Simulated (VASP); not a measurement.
# SiO2 (P4_2/mnm) in VASP: a series of runs, part 2 of 3

VASP 6.6.1. Earlier steps stand in the parts before.

## (4) Single point, PBEsol (equal xx and yy strain of -1 %)

INCAR

```
SYSTEM = SiO2
ALGO     = Normal         ! electronic algorithm
EDIFF    = 1E-6           ! SCF threshold, eV
ENCUT    = 520            ! plane-wave cutoff, eV
GGA      = PS             ! functional
ISIF     = 2              ! what is computed and relaxed
ISMEAR   = -1             ! smearing method
LASPH    = .TRUE.         ! aspherical terms in the spheres
LCHARG   = .TRUE.         ! write CHGCAR
LELF     = .TRUE.         ! ELF
LREAL    = .FALSE.        ! projectors in reciprocal space
LVHAR    = .TRUE.       
LWAVE    = .FALSE.        ! write WAVECAR
NBANDS   = 25             ! bands
NELM     = 60             ! most SCF steps
PREC     = Accurate       ! precision mode
SIGMA    = 0.03           ! smearing width, eV
```

KPOINTS

```
k-points
0
G
  6 6 9
  0 0 0
```

POSCAR

```
SiO2
1.0
    4.1382990000      0.0000000000      0.0000000000
    0.0000000000      4.1382990000      0.0000000000
    0.0000000000      0.0000000000      2.6678000000
Si O
2 4
Direct
    0.0000000000      0.0000000000      0.0000000000
    0.5000000000      0.5000000000      0.5000000000
    0.3067000000      0.3067000000      0.0000000000
    0.1933000000      0.8067000000      0.5000000000
    0.6933000000      0.6933000000      0.0000000000
    0.8067000000      0.1933000000      0.5000000000
```

Potentials or basis: VASP PAW PBE potentials, release 64 (Si, O).

Command:

```
cat potpaw_PBE.64/Si/POTCAR potpaw_PBE.64/O/POTCAR > POTCAR
mpirun -np 1 vasp_std > vasp.out
```

OUTCAR:

```text
SYSTEM = SiO2
   EDIFF = 1E-6
   ENCUT = 520
   GGA = PS
   ISIF = 2
   ISMEAR = -1
   LASPH = .TRUE.
   LREAL = .FALSE.
   NELM = 60
   PREC = Accurate

 ion  position               nearest neighbor table
   1  0.000  0.000  0.000-   4 1.75   6 1.75   4 1.75   6 1.75   5 1.79   3 1.79
   2  0.500  0.500  0.500-   3 1.75   5 1.75   3 1.75   5 1.75   4 1.79   6 1.79
   3  0.307  0.307  0.000-   2 1.75   2 1.75   1 1.79
   4  0.193  0.807  0.500-   1 1.75   1 1.75   2 1.79
   5  0.693  0.693  0.000-   2 1.75   2 1.75   1 1.79
   6  0.807  0.193  0.500-   1 1.75   1 1.75   2 1.79

  LATTYP: Found a simple tetragonal cell.
 ALAT       =     4.1382990000
 C/A-ratio  =     0.6446610069

  Lattice vectors:

 A1 = (   4.1382990000,   0.0000000000,   0.0000000000)
 A2 = (   0.0000000000,   4.1382990000,   0.0000000000)
 A3 = (   0.0000000000,   0.0000000000,   2.6678000000)

Analysis of symmetry for initial positions (statically):
=====================================================================
 Subroutine PRICEL returns:
 Original cell was already a primitive cell.

 Routine SETGRP: Setting up the symmetry group for a
 simple tetragonal supercell.

 Subroutine GETGRP returns: Found 16 space group operations
 (whereof  8 operations were pure point group operations)
 out of a pool of 16 trial point group operations.

The static configuration has the point symmetry D_2h.
 The point group associated with its full space group is D_4h.

Analysis of symmetry for dynamics (positions and initial velocities):
=====================================================================
 Subroutine PRICEL returns:
 Original cell was already a primitive cell.

 Routine SETGRP: Setting up the symmetry group for a
 simple tetragonal supercell.

 Subroutine GETGRP returns: Found 16 space group operations
 (whereof  8 operations were pure point group operations)
 out of a pool of 16 trial point group operations.

The dynamic configuration has the point symmetry D_2h.
 The point group associated with its full space group is D_4h.

 Subroutine INISYM returns: Found 16 space group operations
 (whereof  8 operations are pure point group operations),
 and found     1 'primitive' translations

----------------------------------------------------------------------------------------

                                     Primitive cell

  volume of cell :      45.6875

  direct lattice vectors                    reciprocal lattice vectors
     4.138299000  0.000000000  0.000000000     0.241645178  0.000000000  0.000000000
     0.000000000  4.138299000  0.000000000     0.000000000  0.241645178  0.000000000
     0.000000000  0.000000000  2.667800000     0.000000000  0.000000000  0.374840693

  length of vectors
     4.138299000  4.138299000  2.667800000     0.241645178  0.241645178  0.374840693

  position of ions in fractional coordinates (direct lattice)
     0.000000000  0.000000000  0.000000000
     0.500000000  0.500000000  0.500000000
     0.306700000  0.306700000  0.000000000
     0.193300000  0.806700000  0.500000000
     0.693300000  0.693300000  0.000000000
     0.806700000  0.193300000  0.500000000

  ion indices of the primitive-cell ions
   primitive index   ion index
                 1           1
[... 34 lines left out ...]
  0.000000  0.000000  0.000000      1.000000
  0.166667  0.000000  0.000000      4.000000
  0.333333  0.000000  0.000000      4.000000
  0.500000  0.000000  0.000000      2.000000
  0.166667  0.166667  0.000000      4.000000
  0.333333  0.166667  0.000000      8.000000
[... 16 lines left out ...]
  0.333333  0.000000  0.222222      8.000000
  0.500000  0.000000  0.222222      4.000000
 [... further k-points ...]
   k-points           NKPTS =     50   k-points in BZ     NKDIM =     50   number of bands    NBANDS=     25
   number of dos      NEDOS =    301   number of ions     NIONS =      6
   total plane-waves  NPLWV =  20480
   dimension x,y,z NGX =    32 NGY =   32 NGZ =   20
   dimension x,y,z NGXF=    64 NGYF=   64 NGZF=   40
   ions per type =               2   4
   NGX,Y,Z   is equivalent  to a cutoff of  12.86, 12.86, 12.46 a.u.
   NGXF,Y,Z  is equivalent  to a cutoff of  25.71, 25.71, 24.93 a.u.
 SYSTEM =  SiO2
   PREC   = accura    normal or accurate (medium, high low for compatibility)
   ISTART =      0    job   : 0-new  1-cont  2-samecut
   ICHARG =      2    charge: 1-file 2-atom 10-const
   ISPIN  =      1    spin polarized calculation?
   LNONCOLLINEAR =      F non collinear calculations
   LSORBIT =      F    spin-orbit coupling
   LASPH  =      T    aspherical Exc in radial PAW
   ENCUT  =  520.0 eV  38.22 Ry    6.18 a.u.   7.69  7.69  4.96*2*pi/ulx,y,z
   NELM   =     60;   NELMIN=  2; NELMDL= -5     # of ELM steps
   EDIFF  = 0.1E-05   stopping-criterion for ELM
   LREAL  =      F    real-space projection
   EDIFFG = 0.1E-04   stopping-criterion for IOM
   NSW    =      0    number of steps for IOM
   IBRION =     -1    ionic relax: 0-MD 1-quasi-New 2-CG
   NFREE  =      0    steps in history (QN), initial steepest desc. (CG)
   ISIF   =      2    stress and relaxation
   ISYM   =      2    0-nonsym 1-usesym 2-fastsym
   POTIM  = 0.5000    time-step for ionic-motion
   TEBEG  =    0.0;   TEEND  =   0.0 temperature during run
   PSTRESS=    0.0 pullay stress
   NELECT =      32.0000    total number of electrons
   NUPDOWN=      -1.0000    fix difference up-down
   EMIN   =  10.00;   EMAX   =-10.00  energy-range for DOS
   EFERMI =   0.00;   METHOD = LEGACY
   ISMEAR =    -1;   SIGMA  =   0.03  broadening in eV -4-tet -1-fermi 0-gaus
   EFERMI_NEDOS =   21; number of points for ismear=-14 and -15
   IALGO  =     38    algorithm
   IMIX   =      4    mixing-type and parameters
     AMIX     =   0.40;   BMIX     =  1.00
     AMIX_MAG =   1.60;   BMIX_MAG =  1.00
  volume/ion in A,a.u.               =       7.61        51.39
  Fermi-wavevector in a.u.,A,eV,Ry     =   1.453871  2.747417 28.759184  2.113740
  Thomas-Fermi vector in A             =   2.571087
   LORBIT       =      0    0 simple, 1 ext, 2 COOP (PROOUT), +10 PAW based schemes
   GGA     = PS    functional components
   LHFCALC =     F    Hartree Fock is set to
   AEXX    =    0.0000 exact exchange contribution
   IVDW    =     0    specifies the selected vdW correction
   LEPSILON=     F    determine dielectric tensor
   LRPA    =     F    only Hartree local field effects (RPA)
 non-spin polarized calculation
  energy-cutoff  :      520.00
  volume of cell :       45.69
 maximum number of plane-waves:      1254
 NGX is ok and might be reduce to    32
   NGX = 15   NGY = 15   NGZ =  9

 number of electron      31.9999972 magnetization

 Free energy of the ion-electron system (eV)
  ---------------------------------------------------
  ext. energy  EPLUGINS =         0.00000000
  ---------------------------------------------------
  free energy    TOTEN  =       -48.92578085 eV

  energy without entropy =      -48.92578085  energy(sigma->0) =      -48.92578085

 E-fermi :   9.0528     XC(G=0): -12.6311

 val. band max:        8.4394734854   @ k =   0.0000   0.0000   0.0000
 cond. band min:      14.3422103622   @ k =   0.0000   0.0000   0.0000
 fundamental gap:      5.9027368768
 Fermi energy:         9.0528383686

 k-point     1 :       0.0000    0.0000    0.0000
  band No.  band energies     occupation
      1     -14.3340      2.00000
      2     -10.5055      2.00000
      3     -10.5055      2.00000
      4     -10.2924      2.00000
      5      -2.5629      2.00000
      6       1.9014      2.00000
[... 661 lines left out ...]
     24      20.9694      0.00000
     25      22.3302      0.00000

 [... further k-points ...]

------------------------ aborting loop because EDIFF is reached ----------------------------------------

  FORCE on cell =-STRESS in cart. coord.  units (eV):
  Direction    XX          YY          ZZ          XY          YZ          ZX
  --------------------------------------------------------------------------------------
  -------------------------------------------------------------------------------------
  Total        3.3607778      3.3607778      2.8614403      0.0000000      0.0000000      0.0000000
  in kB      117.8564587    117.8564587    100.3455842      0.0000000      0.0000000      0.0000000
  external PRESSURE =     112.0195005 kB  Pullay stress =       0.0000000 kB

 VOLUME and BASIS-vectors are now :
 -----------------------------------------------------------------------------
  energy-cutoff  :      520.00
  volume of cell :       45.69
      direct lattice vectors                 reciprocal lattice vectors
     4.138299000  0.000000000  0.000000000     0.241645178  0.000000000  0.000000000
     0.000000000  4.138299000  0.000000000     0.000000000  0.241645178  0.000000000
     0.000000000  0.000000000  2.667800000     0.000000000  0.000000000  0.374840693

 POSITION                                       TOTAL-FORCE (eV/Angst)
 -----------------------------------------------------------------------------------
      0.00000      0.00000      0.00000        -0.000000      0.000000      0.000000
      2.06915      2.06915      1.33390        -0.000000      0.000000      0.000000
      1.26922      1.26922      0.00000        -0.302287     -0.302287      0.000000
      0.79993      3.33837      1.33390         0.302287     -0.302287      0.000000
      2.86908      2.86908      0.00000         0.302287      0.302287      0.000000
      3.33837      0.79993      1.33390        -0.302287      0.302287      0.000000
 -----------------------------------------------------------------------------------
    total drift:                                0.000000      0.000000      0.000000

  FREE ENERGIE OF THE ION-ELECTRON SYSTEM (eV)
  ---------------------------------------------------
  free  energy   TOTEN  =       -48.9257808467 eV

  energy  without entropy=      -48.9257808467  energy(sigma->0) =      -48.92578085
```

Run time: 56 s. Hardware: 1 thread of Intel Xeon 8259CL, shared host; peak memory 0.17 GiB.

What came out:

```
Free energy            : -48.9258 eV
Pressure               : 11.2 GPa
Largest force          : 0.427 eV/Å
Band gap on the k mesh : 5.90 eV
```

Forces in eV/Å, atoms in the order of the input:
```
Si   0.000  0.000  0.000
Si   0.000  0.000  0.000
O   -0.302 -0.302  0.000
O    0.302 -0.302  0.000
O    0.302  0.302  0.000
O   -0.302  0.302  0.000
```

Levels at points of the mesh, in eV from the valence-band top:
| k point | band 14 | band 15 | band 16 | band 17 | band 18 | band 19 |
| --- | --- | --- | --- | --- | --- | --- |
| (0.00, 0.00, 0.00) | -0.88 | -0.88 | 0.00 | 5.90 | 6.43 | 8.39 |
| (0.50, 0.00, 0.00) | -2.80 | -1.10 | -1.10 | 7.81 | 7.81 | 8.96 |
| (0.50, 0.50, 0.00) | -2.74 | -2.34 | -2.34 | 7.45 | 7.45 | 9.99 |

Caveat: the cell differs from its parent crystal (equal xx and yy strain of -1 %); the cell stands under pressure; the PAW data sets were made with another functional, which shifts forces and pressure a little.

## (5) Single point, PBEsol (equal xx and yy strain of +1 %)

INCAR

```
SYSTEM = SiO2
PREC = Accurate
ENCUT = 520
EDIFF = 1E-7
ISMEAR = -1
SIGMA = 0.03
LREAL = .False.
LASPH = .True.
NELM = 80
ALGO = Normal
ISIF = 2
LWAVE = .False.
LCHARG = .False.
GGA = PS
NBANDS = 25
```

KPOINTS

```
Automatic mesh
0
Gamma
  6 6 9
  0 0 0
```

POSCAR, as its differences from that of step 4:

```diff
@@ -2,4 +2,4 @@
 1.0
-    4.1382990000      0.0000000000      0.0000000000
-    0.0000000000      4.1382990000      0.0000000000
+    4.2219010000      0.0000000000      0.0000000000
+    0.0000000000      4.2219010000      0.0000000000
     0.0000000000      0.0000000000      2.6678000000
```

Potentials or basis: VASP PAW PBE potentials, release 64 (Si, O).

Command:

```
cat potpaw_PBE.64/Si/POTCAR potpaw_PBE.64/O/POTCAR > POTCAR
mpirun -np 1 vasp_std > vasp.out
```

OUTCAR:

```text
SYSTEM = SiO2
   PREC = Accurate
   ENCUT = 520
   EDIFF = 1E-7
   ISMEAR = -1
   LREAL = .False.
   LASPH = .True.
   NELM = 80
   ISIF = 2
   GGA = PS

 ion  position               nearest neighbor table
   1  0.000  0.000  0.000-   4 1.76   6 1.76   4 1.76   6 1.76   5 1.83   3 1.83
   2  0.500  0.500  0.500-   3 1.76   5 1.76   3 1.76   5 1.76   4 1.83   6 1.83
   3  0.307  0.307  0.000-   2 1.76   2 1.76   1 1.83
   4  0.193  0.807  0.500-   1 1.76   1 1.76   2 1.83
   5  0.693  0.693  0.000-   2 1.76   2 1.76   1 1.83
   6  0.807  0.193  0.500-   1 1.76   1 1.76   2 1.83
[... 881 lines left out ...]
  -------------------------------------------------------------------------------------
  Total       -0.8299709     -0.8299709      0.5347147     -0.0000000      0.0000000      0.0000000
  in kB      -27.9643078    -27.9643078     18.0162058     -0.0000000      0.0000000      0.0000000
  external PRESSURE =     -12.6374699 kB  Pullay stress =       0.0000000 kB

 VOLUME and BASIS-vectors are now :
 -----------------------------------------------------------------------------
  energy-cutoff  :      520.00
  volume of cell :       47.55
      direct lattice vectors                 reciprocal lattice vectors
     4.221901000  0.000000000  0.000000000     0.236860125  0.000000000  0.000000000
     0.000000000  4.221901000  0.000000000     0.000000000  0.236860125  0.000000000
     0.000000000  0.000000000  2.667800000     0.000000000  0.000000000  0.374840693

 POSITION                                       TOTAL-FORCE (eV/Angst)
 -----------------------------------------------------------------------------------
      0.00000      0.00000      0.00000        -0.000000     -0.000000     -0.000000
      2.11095      2.11095      1.33390        -0.000000     -0.000000     -0.000000
      1.29486      1.29486      0.00000        -0.023167     -0.023167      0.000000
      0.81609      3.40581      1.33390         0.023167     -0.023167     -0.000000
      2.92704      2.92704      0.00000         0.023167      0.023167     -0.000000
      3.40581      0.81609      1.33390        -0.023167      0.023167     -0.000000
 -----------------------------------------------------------------------------------
    total drift:                                0.000000      0.000000      0.000000

  FREE ENERGIE OF THE ION-ELECTRON SYSTEM (eV)
  ---------------------------------------------------
  free  energy   TOTEN  =       -48.9792825586 eV

  energy  without entropy=      -48.9792825586  energy(sigma->0) =      -48.97928256
```

OSZICAR:

```text
N       E                     dE             d eps       ncg     rms          rms(c)
DAV:   1     0.130027604429E+03    0.13003E+03   -0.17710E+04  2540   0.123E+03
DAV:   2    -0.465949104421E+02   -0.17662E+03   -0.16925E+03  3119   0.275E+02
DAV:   3    -0.531103454079E+02   -0.65154E+01   -0.64871E+01  3351   0.511E+01
DAV:   4    -0.531524282764E+02   -0.42083E-01   -0.42069E-01  2861   0.471E+00
DAV:   5    -0.531527722699E+02   -0.34399E-03   -0.34391E-03  3342   0.404E-01    0.168E+01
DAV:   6    -0.490000134146E+02    0.41528E+01   -0.11552E+01  3169   0.226E+01    0.798E+00
DAV:   7    -0.489882499047E+02    0.11764E-01   -0.61830E-01  3127   0.456E+00    0.294E+00
DAV:   8    -0.489790997488E+02    0.91502E-02   -0.23531E-02  3107   0.133E+00    0.987E-01
DAV:   9    -0.489791967918E+02   -0.97043E-04   -0.54374E-03  3265   0.622E-01    0.253E-01
DAV:  10    -0.489792926152E+02   -0.95823E-04   -0.30869E-04  3118   0.129E-01    0.441E-02
DAV:  11    -0.489792824469E+02    0.10168E-04   -0.46034E-05  3280   0.488E-02    0.110E-02
DAV:  12    -0.489792824702E+02   -0.23321E-07   -0.35265E-06  3070   0.136E-02    0.281E-03
DAV:  13    -0.489792825760E+02   -0.10578E-06   -0.29147E-07  3052   0.385E-03    0.292E-03
DAV:  14    -0.489792825586E+02    0.17458E-07   -0.93995E-09  1856   0.666E-04
   1 F= -.48979283E+02 E0= -.48979283E+02  d E =-.112419E-11
```

stdout:

```text
POSCAR found type information on POSCAR SiO
 POSCAR found :  2 types and       6 ions
 scaLAPACK will be used
 -----------------------------------------------------------------------------
|                                                                             |
|                                                                             |
|     You enforced a specific xc type in the INCAR file but a different       |
|     I HOPE YOU KNOW WHAT YOU ARE DOING!                                     |
|                                                                             |
 -----------------------------------------------------------------------------

 LDA part: xc-table for (Slater+PW92), standard interpolation
 POSCAR, INCAR and KPOINTS ok, starting setup
 FFT: planning ... GRIDC
 FFT: planning ... GRID_SOFT
 FFT: planning ... GRID
 WAVECAR not read
 entering main loop
```

Run time: 62 s. Hardware: 1 thread of Intel Xeon 8259CL, shared host; peak memory 0.18 GiB.

What came out:

- Free energy: -48.9793 eV
- Pressure: -1.3 GPa
- Largest force: 0.033 eV/Å
- Band gap on the k mesh: 5.27 eV

Forces in eV/Å, atoms in the order of the input:
```
Si   0.000  0.000  0.000
Si   0.000  0.000  0.000
O   -0.023 -0.023  0.000
O    0.023 -0.023  0.000
O    0.023  0.023  0.000
O   -0.023  0.023  0.000
```

Levels at points of the mesh, in eV from the valence-band top:
```tsv
k point	band 12	band 13	band 14	band 15	band 16	band 17	band 18	band 19	band 20	band 21
(0.00, 0.00, 0.00)	-3.06	-2.50	-0.88	-0.88	0.00	5.27	6.59	8.33	8.33	10.84
(0.50, 0.00, 0.00)	-3.83	-2.64	-2.64	-1.08	-1.08	7.48	7.48	8.90	8.90	10.66
(0.50, 0.50, 0.00)	-3.18	-2.60	-2.60	-2.27	-2.27	7.17	7.17	9.84	9.84	12.66
```

Caveat: the cell differs from its parent crystal (equal xx and yy strain of +1 %); the PAW data sets were made with another functional, which shifts forces and pressure a little. A k mesh can miss the band edges.

(Continued in part 3 of 3.)
